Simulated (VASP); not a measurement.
Here is a VASP 6.6.1 calculation.

Contents of INCAR:

```
SYSTEM = CuRu12
ALGO = Normal
EDIFF = 1E-6
ENCUT = 520
GGA = CA
ISIF = 2
ISMEAR = 0
LASPH = .True.
LCHARG = .True.
LELF = .True.
LREAL = .False.
LVHAR = .True.
LWAVE = .False.
NBANDS = 102
NELM = 100
PREC = Accurate
SIGMA = 0.05
```

The input KPOINTS:

```
k-points
0
Gamma
  4 3 4
  0 0 0
```

File POSCAR:

```
CuRu12
1.0
    5.4000000000      0.0000000000      0.0000000000
   -4.0500000000      7.0148060000      0.0000000000
    0.0000000000      0.0000000000      4.2768000000
Ru Cu
12 1
Direct
   -0.0449641057     -0.0255736224     -0.0531878975
    0.1521590929      0.2414150869      0.5560404976
   -0.0007969254      0.3300176797      0.0406986532
    0.1708520465      0.5566977904      0.4967524785
    0.0022835235      0.6654819820      0.0142548167
    0.1392669568      0.8512737202      0.5294601104
    0.5150534834     -0.0192393061     -0.0566203704
    0.7122703668      0.2477538224      0.5527085672
    0.5277386077      0.3707677732     -0.0302457445
    0.6645381212      0.5565039147      0.4848178545
    0.4962399404      0.6654426366      0.0023218294
    0.6680361226      0.8920627313      0.4587291900
    0.3336951372      0.1110930224      0.2498388982
```

Potentials or basis: VASP PAW LDA potentials, release 64 (Ru_pv, Cu).

Launch:

```bash
$ cat potpaw_LDA.64/Ru_pv/POTCAR potpaw_LDA.64/Cu/POTCAR > POTCAR
$ mpirun -np 1 vasp_std > vasp.out
```

Problem. What does it give for the pressure?

Solution. 30.9 GPa.

Problem. Predict the largest force.

Solution. 0.063 eV/Å.

Stress tensor (GPa, compression positive):
```
25.41  0.28 -1.06
 0.28 31.90  1.44
-1.06  1.44 35.44
```

Caveat: the k points lie up to 0.37 Å⁻¹ apart.
